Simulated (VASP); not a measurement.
# Tl (P6/mmm) in VASP: further runs, part 2 of 3

VASP 6.6.1. Earlier steps stand in the parts before.

## 3. Single point, PBE (32.97 Å³/atom)

This run uses another cell than the first one, of 32.97 Å³/atom.

File INCAR:

```
PREC = Accurate
ENCUT = 520
EDIFF = 1E-7
ISMEAR = -1
SIGMA = 0.1
LREAL = F
LASPH = T
NELM = 60
ALGO = Normal
ISIF = 2
LWAVE = F
LCHARG = F
GGA = PE
NBANDS = 26
```

File KPOINTS:

```
regular mesh
0
Gamma
  7 7 10
```

File POSCAR:

```
Tl
1.0
    5.7066433239      0.0000000000      0.0000000000
   -2.8533216619      4.9420980888      0.0000000000
    0.0000000000      0.0000000000      3.5071730320
Tl
3
Direct
    1.0000000000      0.0000000000      0.0000000000
    0.3333333333      0.6666666667      0.5000000000
    0.6666666667      0.3333333333      0.5000000000
```

Potentials or basis: VASP PAW PBE potentials, release 64 (Tl_d).

On the command line:

```bash
cat potpaw_PBE.64/Tl_d/POTCAR > POTCAR
mpirun -np 1 vasp_std > vasp.out
```

OUTCAR:

```text
PREC = Accurate
   ENCUT = 520
   EDIFF = 1E-7
   ISMEAR = -1
   LREAL = F
   LASPH = T
   NELM = 60
   ISIF = 2
   GGA = PE

 ion  position               nearest neighbor table
   1  0.000  0.000  0.000-   2 3.73   3 3.73   2 3.73   3 3.73   2 3.73   2 3.73   3 3.73   3 3.73
                             3 3.73   3 3.73   2 3.73   2 3.73
   2  0.333  0.667  0.500-   3 3.29   3 3.29   3 3.29   1 3.73   1 3.73   1 3.73   1 3.73   1 3.73
                             1 3.73
   3  0.667  0.333  0.500-   2 3.29   2 3.29   2 3.29   1 3.73   1 3.73   1 3.73   1 3.73   1 3.73
                             1 3.73

  LATTYP: Found a hexagonal cell.
 ALAT       =     5.7066433239
 C/A-ratio  =     0.6145772274

  Lattice vectors:

 A1 = (   5.7066433239,   0.0000000000,   0.0000000000)
 A2 = (  -2.8533216619,   4.9420980888,   0.0000000000)
 A3 = (   0.0000000000,   0.0000000000,   3.5071730320)

Analysis of symmetry for initial positions (statically):
=====================================================================
 Subroutine PRICEL returns:
 Original cell was already a primitive cell.

 Routine SETGRP: Setting up the symmetry group for a
[... 167 lines left out ...]
  energy without entropy =       -6.58529476  energy(sigma->0) =       -6.61221107

 E-fermi :   5.3219     XC(G=0):  -9.4916

 val. band max:        5.2924805075   @ k =   0.2857   0.2857   0.1000
 cond. band min:       5.3738177926   @ k =   0.2857   0.2857   0.2000
 fundamental gap:      0.0813372852
 Fermi energy:         5.3218748631

 k-point     1 :       0.0000    0.0000    0.0000
  band No.  band energies     occupation
      1      -6.5680      2.00000
      2      -6.3042      2.00000
      3      -6.3005      2.00000
      4      -6.3005      2.00000
      5      -6.2804      2.00000
      6      -6.1635      2.00000
[... 685 lines left out ...]
     25      11.5817      0.00000
     26      11.5869      0.00000

 [... further k-points ...]

------------------------ aborting loop because EDIFF is reached ----------------------------------------

  FORCE on cell =-STRESS in cart. coord.  units (eV):
  Direction    XX          YY          ZZ          XY          YZ          ZX
  --------------------------------------------------------------------------------------
  -------------------------------------------------------------------------------------
  Total       -0.5872740     -0.5872740     -0.5809584     -0.0000000      0.0000000      0.0000000
  in kB       -9.5126626     -9.5126626     -9.4103622     -0.0000000      0.0000000      0.0000000
  external PRESSURE =      -9.4785625 kB  Pullay stress =       0.0000000 kB

 VOLUME and BASIS-vectors are now :
 -----------------------------------------------------------------------------
  energy-cutoff  :      520.00
  volume of cell :       98.91
      direct lattice vectors                 reciprocal lattice vectors
     5.706643324  0.000000000  0.000000000     0.175234362  0.101171606  0.000000000
    -2.853321662  4.942098089  0.000000000     0.000000000  0.202343212  0.000000000
     0.000000000  0.000000000  3.507173032     0.000000000  0.000000000  0.285129930

 POSITION                                       TOTAL-FORCE (eV/Angst)
 -----------------------------------------------------------------------------------
      0.00000      0.00000      0.00000        -0.000000      0.000000     -0.000000
     -0.00000      3.29473      1.75359        -0.000000     -0.000000     -0.000000
      2.85332      1.64737      1.75359         0.000000      0.000000      0.000000
 -----------------------------------------------------------------------------------
    total drift:                                0.000000      0.000000     -0.000000

  FREE ENERGIE OF THE ION-ELECTRON SYSTEM (eV)
  ---------------------------------------------------
  free  energy   TOTEN  =        -6.6391273839 eV

  energy  without entropy=       -6.5852947565  energy(sigma->0) =       -6.61221107
```

stdout:

```text
POSCAR found type information on POSCAR Tl
 POSCAR found :  1 types and       3 ions
 scaLAPACK will be used
 LDA part: xc-table for (Slater+PW92), standard interpolation
 POSCAR, INCAR and KPOINTS ok, starting setup
 FFT: planning ... GRIDC
 FFT: planning ... GRID_SOFT
 FFT: planning ... GRID
 WAVECAR not read
 entering main loop
```

Wall time 95 s (1 thread of Oxide Virtual Turin-like, shared host); peak memory 0.22 GiB.

Results:

| Property | Result |
| --- | --- |
| Free energy | -6.6391 eV |
| Pressure | -0.9 GPa |
| Band gap on the k mesh | zero (an odd number of electrons rules out a gap without spin polarisation) |

Levels at points of the mesh, in eV from the Fermi level:
```
           k point  band 17  band 18  band 19  band 20  band 21  band 22
(0.00, 0.00, 0.00)    -4.73    -4.41    -0.41    -0.41    -0.26    -0.26
(0.00, 0.00, 0.50)    -5.45    -2.55    -0.19     0.62     1.31     1.31
```

Caveat: spin-orbit coupling is left out, which moves the levels of the heavy elements.

## 4. Single point, PBE (34.24 Å³/atom)

This run uses another cell than the first one, of 34.24 Å³/atom.

File INCAR:

```
SYSTEM = Tl
ALGO = Normal ; EDIFF = 1E-6
ENCUT = 520 ; GGA = PE
ISIF = 2 ; ISMEAR = -1
LASPH = .TRUE. ; LCHARG = .FALSE.
LREAL = .FALSE. ; LWAVE = .FALSE.
NBANDS = 26 ; NELM = 100
PREC = Accurate ; SIGMA = 0.1
```

File KPOINTS:

```
k-points
0
G
  7 7 10
  0 0 0
```

File POSCAR:

```
Tl
1.0
    5.7788869846      0.0000000000      0.0000000000
   -2.8894434923      5.0046629342      0.0000000000
    0.0000000000      0.0000000000      3.5515723407
Tl
3
Direct
    1.0000000000      0.0000000000      0.0000000000
    0.3333333333      0.6666666667      0.5000000000
    0.6666666667      0.3333333333      0.5000000000
```

Potentials or basis: VASP PAW PBE potentials, release 64 (Tl_d).

On the command line:

```bash
cat potpaw_PBE.64/Tl_d/POTCAR > POTCAR
mpirun -np 1 vasp_std > vasp.out
```

OUTCAR:

```text
SYSTEM = Tl
   EDIFF = 1E-6
   ENCUT = 520
   GGA = PE
   ISIF = 2
   ISMEAR = -1
   LASPH = .TRUE.
   LREAL = .FALSE.
   NELM = 100
   PREC = Accurate

 ion  position               nearest neighbor table
   1  0.000  0.000  0.000-   2 3.78   3 3.78   2 3.78   3 3.78   2 3.78   2 3.78   3 3.78   3 3.78
                             3 3.78   3 3.78   2 3.78   2 3.78
   2  0.333  0.667  0.500-   3 3.34   3 3.34   3 3.34   1 3.78   1 3.78   1 3.78   1 3.78   1 3.78
                             1 3.78
   3  0.667  0.333  0.500-   2 3.34   2 3.34   2 3.34   1 3.78   1 3.78   1 3.78   1 3.78   1 3.78
                             1 3.78

  LATTYP: Found a hexagonal cell.
 ALAT       =     5.7788869846
 C/A-ratio  =     0.6145772274

  Lattice vectors:

 A1 = (   5.7788869846,   0.0000000000,   0.0000000000)
 A2 = (  -2.8894434923,   5.0046629342,   0.0000000000)
 A3 = (   0.0000000000,   0.0000000000,   3.5515723407)

Analysis of symmetry for initial positions (statically):
=====================================================================
 Subroutine PRICEL returns:
 Original cell was already a primitive cell.

 Routine SETGRP: Setting up the symmetry group for a
 hexagonal supercell.

 Subroutine GETGRP returns: Found 24 space group operations
 (whereof 24 operations were pure point group operations)
 out of a pool of 24 trial point group operations.

The static configuration has the point symmetry D_6h.

Analysis of symmetry for dynamics (positions and initial velocities):
=====================================================================
 Subroutine PRICEL returns:
 Original cell was already a primitive cell.

 Routine SETGRP: Setting up the symmetry group for a
 hexagonal supercell.

 Subroutine GETGRP returns: Found 24 space group operations
 (whereof 24 operations were pure point group operations)
 out of a pool of 24 trial point group operations.

The dynamic configuration has the point symmetry D_6h.

 Subroutine INISYM returns: Found 24 space group operations
 (whereof 24 operations are pure point group operations),
 and found     1 'primitive' translations

----------------------------------------------------------------------------------------

                                     Primitive cell

  volume of cell :     102.7164

  direct lattice vectors                    reciprocal lattice vectors
     5.778886985  0.000000000  0.000000000     0.173043702  0.099906828  0.000000000
    -2.889443492  5.004662934  0.000000000     0.000000000  0.199813656  0.000000000
     0.000000000  0.000000000  3.551572341     0.000000000  0.000000000  0.281565432

  length of vectors
     5.778886985  5.778886985  3.551572341     0.199813656  0.199813656  0.281565432

  position of ions in fractional coordinates (direct lattice)
     0.000000000  0.000000000  0.000000000
     0.333333333  0.666666667  0.500000000
     0.666666667  0.333333333  0.500000000

  ion indices of the primitive-cell ions
   primitive index   ion index
                 1           1
                 2           2
                 3           3

----------------------------------------------------------------------------------------

 KPOINTS: k-points

Automatic generation of k-mesh.
 Grid dimensions read from file:
 generate k-points for:    7    7   10

 Generating k-lattice:

  Cartesian coordinates                     Fractional coordinates (reciprocal lattice)
     0.024720529  0.014272404  0.000000000     0.142857143 -0.000000000  0.000000000
     0.000000000  0.028544808  0.000000000     0.000000000  0.142857143  0.000000000
     0.000000000  0.000000000  0.028156543     0.000000000  0.000000000  0.100000000

  Length of vectors
     0.028544808  0.028544808  0.028156543

  Shift w.r.t. Gamma in fractional coordinates (k-lattice)
     0.000000000  0.000000000  0.000000000

 Subroutine IBZKPT returns following result:
 ===========================================

 Found     48 irreducible k-points:

 Following reciprocal coordinates:
            Coordinates               Weight
  0.000000  0.000000  0.000000      1.000000
  0.142857  0.000000  0.000000      6.000000
  0.285714  0.000000  0.000000      6.000000
  0.428571  0.000000  0.000000      6.000000
  0.142857  0.142857  0.000000      6.000000
  0.285714  0.142857  0.000000     12.000000
[... 16 lines left out ...]
  0.428571  0.142857  0.200000     12.000000
  0.285714  0.285714  0.200000     12.000000
 [... further k-points ...]
   k-points           NKPTS =     48   k-points in BZ     NKDIM =     48   number of bands    NBANDS=     26
   number of dos      NEDOS =    301   number of ions     NIONS =      3
   total plane-waves  NPLWV =  64512
   dimension x,y,z NGX =    48 NGY =   48 NGZ =   28
   dimension x,y,z NGXF=    96 NGYF=   96 NGZF=   56
   ions per type =               3
   NGX,Y,Z   is equivalent  to a cutoff of  13.81, 13.81, 13.11 a.u.
   NGXF,Y,Z  is equivalent  to a cutoff of  27.62, 27.62, 26.21 a.u.
 SYSTEM =  Tl
   PREC   = accura    normal or accurate (medium, high low for compatibility)
   ISTART =      0    job   : 0-new  1-cont  2-samecut
   ICHARG =      2    charge: 1-file 2-atom 10-const
   ISPIN  =      1    spin polarized calculation?
   LNONCOLLINEAR =      F non collinear calculations
   LSORBIT =      F    spin-orbit coupling
   LASPH  =      T    aspherical Exc in radial PAW
   ENCUT  =  520.0 eV  38.22 Ry    6.18 a.u.  10.74 10.74  6.60*2*pi/ulx,y,z
   NELM   =    100;   NELMIN=  2; NELMDL= -5     # of ELM steps
   EDIFF  = 0.1E-05   stopping-criterion for ELM
   LREAL  =      F    real-space projection
   EDIFFG = 0.1E-04   stopping-criterion for IOM
   NSW    =      0    number of steps for IOM
   IBRION =     -1    ionic relax: 0-MD 1-quasi-New 2-CG
   NFREE  =      0    steps in history (QN), initial steepest desc. (CG)
   ISIF   =      2    stress and relaxation
   ISYM   =      2    0-nonsym 1-usesym 2-fastsym
   POTIM  = 0.5000    time-step for ionic-motion
   TEBEG  =    0.0;   TEEND  =   0.0 temperature during run
   PSTRESS=    0.0 pullay stress
   NELECT =      39.0000    total number of electrons
   NUPDOWN=      -1.0000    fix difference up-down
   EMIN   =  10.00;   EMAX   =-10.00  energy-range for DOS
   EFERMI =   0.00;   METHOD = LEGACY
   ISMEAR =    -1;   SIGMA  =   0.10  broadening in eV -4-tet -1-fermi 0-gaus
   EFERMI_NEDOS =   21; number of points for ismear=-14 and -15
   IALGO  =     38    algorithm
   IMIX   =      4    mixing-type and parameters
     AMIX     =   0.40;   BMIX     =  1.00
     AMIX_MAG =   1.60;   BMIX_MAG =  1.00
  volume/ion in A,a.u.               =      34.24       231.05
  Fermi-wavevector in a.u.,A,eV,Ry     =   1.185450  2.240175 19.120145  1.405291
  Thomas-Fermi vector in A             =   2.321643
   LORBIT       =      0    0 simple, 1 ext, 2 COOP (PROOUT), +10 PAW based schemes
   GGA     = PE    functional components
   LHFCALC =     F    Hartree Fock is set to
   AEXX    =    0.0000 exact exchange contribution
   IVDW    =     0    specifies the selected vdW correction
   LEPSILON=     F    determine dielectric tensor
   LRPA    =     F    only Hartree local field effects (RPA)
 non-spin polarized calculation
  energy-cutoff  :      520.00
  volume of cell :      102.72
 maximum number of plane-waves:      2785
 NGX is ok and might be reduce to    48
   NGX = 21   NGY = 21   NGZ = 13

 number of electron      39.0000007 magnetization

 Free energy of the ion-electron system (eV)
  ---------------------------------------------------
  ext. energy  EPLUGINS =         0.00000000
  ---------------------------------------------------
  free energy    TOTEN  =        -6.60996780 eV

  energy without entropy =       -6.55195719  energy(sigma->0) =       -6.58096250

 E-fermi :   4.9915     XC(G=0):  -9.3141

 val. band max:        4.9405131624   @ k =   0.2857   0.2857   0.1000
 cond. band min:       5.0159693205   @ k =   0.2857   0.2857   0.2000
 fundamental gap:      0.0754561581
 Fermi energy:         4.9915327427

 k-point     1 :       0.0000    0.0000    0.0000
  band No.  band energies     occupation
      1      -6.8461      2.00000
      2      -6.6055      2.00000
      3      -6.6030      2.00000
      4      -6.6030      2.00000
      5      -6.5825      2.00000
      6      -6.4807      2.00000
[... 685 lines left out ...]
     25      11.0510      0.00000
     26      11.0667      0.00000

 [... further k-points ...]

------------------------ aborting loop because EDIFF is reached ----------------------------------------

  FORCE on cell =-STRESS in cart. coord.  units (eV):
  Direction    XX          YY          ZZ          XY          YZ          ZX
  --------------------------------------------------------------------------------------
  -------------------------------------------------------------------------------------
  Total       -1.0501938     -1.0501938     -1.0350115      0.0000000     -0.0000000      0.0000000
  in kB      -16.3809965    -16.3809965    -16.1441818      0.0000000     -0.0000000      0.0000000
  external PRESSURE =     -16.3020583 kB  Pullay stress =       0.0000000 kB

 VOLUME and BASIS-vectors are now :
 -----------------------------------------------------------------------------
  energy-cutoff  :      520.00
  volume of cell :      102.72
      direct lattice vectors                 reciprocal lattice vectors
     5.778886985  0.000000000  0.000000000     0.173043702  0.099906828  0.000000000
    -2.889443492  5.004662934  0.000000000     0.000000000  0.199813656  0.000000000
     0.000000000  0.000000000  3.551572341     0.000000000  0.000000000  0.281565432

 POSITION                                       TOTAL-FORCE (eV/Angst)
 -----------------------------------------------------------------------------------
      0.00000      0.00000      0.00000         0.000000      0.000000      0.000000
     -0.00000      3.33644      1.77579         0.000000      0.000000     -0.000000
      2.88944      1.66822      1.77579        -0.000000     -0.000000      0.000000
 -----------------------------------------------------------------------------------
    total drift:                               -0.000000      0.000000     -0.000000

  FREE ENERGIE OF THE ION-ELECTRON SYSTEM (eV)
  ---------------------------------------------------
  free  energy   TOTEN  =        -6.6099678028 eV

  energy  without entropy=       -6.5519571913  energy(sigma->0) =       -6.58096250
```

Wall time 1.8 min (1 thread of Oxide Virtual Turin-like, shared host); peak memory 0.25 GiB.

Results:

```
Free energy            : -6.6100 eV
Pressure               : -1.6 GPa
Band gap on the k mesh : zero (an odd number of electrons rules out a gap without spin polarisation)
```

Caveat: spin-orbit coupling is left out, which moves the levels of the heavy elements.

## 5. Single point, PBE (35.51 Å³/atom)

This run uses another cell than the first one, of 35.51 Å³/atom.

File INCAR:

```
ALGO = Normal ; EDIFF = 1E-6
ENCUT = 520 ; GGA = PE
ISIF = 2 ; ISMEAR = -1
LASPH = True ; LCHARG = False
LREAL = False ; LWAVE = False
NBANDS = 26 ; NELM = 60
PREC = Accurate ; SIGMA = 0.1
```

File KPOINTS:

```
k-points
0
Gamma
  7 7 10
```

File POSCAR:

```
Tl
1.0
    5.8493681624      0.0000000000      0.0000000000
   -2.9246840812      5.0657014247      0.0000000000
    0.0000000000      0.0000000000      3.5948884676
Tl
3
Direct
    1.0000000000      0.0000000000      0.0000000000
    0.3333333333      0.6666666667      0.5000000000
    0.6666666667      0.3333333333      0.5000000000
```

On the command line:

```bash
cat potpaw_PBE.64/Tl_d/POTCAR > POTCAR
mpirun -np 1 vasp_std > vasp.out
```

It took 95 s on 1 thread of Oxide Virtual Turin-like, shared host; peak memory 0.25 GiB.

Results (log left out):

* Free energy: -6.5665 eV
* Pressure: -2.2 GPa
* Band gap on the k mesh: zero (an odd number of electrons rules out a gap without spin polarisation)

Levels at points of the mesh, in eV from the Fermi level:
| k point | band 17 | band 18 | band 19 | band 20 | band 21 | band 22 |
| --- | --- | --- | --- | --- | --- | --- |
| (0.00, 0.00, 0.00) | -4.82 | -4.53 | -0.33 | -0.33 | -0.17 | -0.17 |
| (0.00, 0.00, 0.50) | -5.36 | -2.90 | -0.29 | 0.58 | 1.27 | 1.27 |

Caveat: spin-orbit coupling is left out, which moves the levels of the heavy elements.

[end of part 2 of 3]

The gap in the log of VASP goes by the Fermi energy; the results here count the filled bands.